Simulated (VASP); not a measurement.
Set up this calculation in VASP 6.6.1, as the native input.

| Property | Result |
| --- | --- |
| Task | relaxation of cell and atoms |
| Functional | PBE |
| Potentials or basis | VASP PAW PBE potentials, release 64 (Ga_d) |
| Cutoff | 600 eV |
| k mesh | 4 × 4 × 4 |
| Occupations | gaussian, width 0.1 eV |
| Spin | no spin polarisation |
| Dipole correction | no |
| Further INCAR settings | ALGO = Fast; EDIFF = 1e-07; IBRION = 2; EDIFFG = -0.04; NSW = 90; ISIF = 3 |

The structure of Ga lies in POSCAR:

```
Ga
1.0
    4.2235735100      0.0000000000      0.0000000000
    0.0000000000      4.2235735100      0.0000000000
    0.0000000000      0.0000000000      4.2235735100
Ga
4
Direct
    0.8750000000      0.1250000000      0.6250000000
    0.3750000000      0.3750000000      0.3750000000
    0.1250000000      0.6250000000      0.8750000000
    0.6250000000      0.8750000000      0.1250000000
```

The cell was generated, and may not be a known phase.

One way to write it, as run:

INCAR

```
PREC     = Accurate       # precision mode
ENCUT    = 600            # plane-wave cutoff, eV
EDIFF    = 1E-7           # SCF threshold, eV
ISMEAR   = 0              # smearing method
SIGMA    = 0.1            # smearing width, eV
LREAL    = False          # projectors in reciprocal space
LASPH    = True           # aspherical terms in the spheres
NELM     = 60             # most SCF steps
ALGO     = Fast           # electronic algorithm
ISIF     = 3              # what is computed and relaxed
LWAVE    = False          # write WAVECAR
LCHARG   = False          # write CHGCAR
GGA      = PE             # functional
IBRION   = 2              # ionic algorithm
NSW      = 90             # ionic steps
EDIFFG   = -0.04          # ionic threshold
```

KPOINTS

```
regular mesh
0
Gamma
  4 4 4
```

Potentials or basis: VASP PAW PBE potentials, release 64 (Ga_d).

The run is started by

```console
$ cat potpaw_PBE.64/Ga_d/POTCAR > POTCAR
$ mpirun -np 1 vasp_std > vasp.out
```

It gave:

```
Relaxed volume                        : 20.96 Å³/atom
Relaxed cell                          : a = 4.377 Å, b = 4.377 Å, c = 4.377 Å, α = 90.00°, β = 90.00°, γ = 90.00°
Space group after relaxing (to 0.1 Å) : P4_132 (No. 213)
Energy gained by relaxing             : 36.8 meV/atom
Ionic steps                           : 2
Pressure after relaxing               : -0.1 GPa
Band gap on the k mesh                : zero (bands 26 and 27 overlap by 2.80 eV)
```

Caveat: the k points lie up to 0.36 Å⁻¹ apart in the final cell, too coarse for converged energies and pressures of a metal.

Run time: 110 s on 1 thread of AMD EPYC 7R13, with other jobs on the host, peak memory 0.21 GiB.
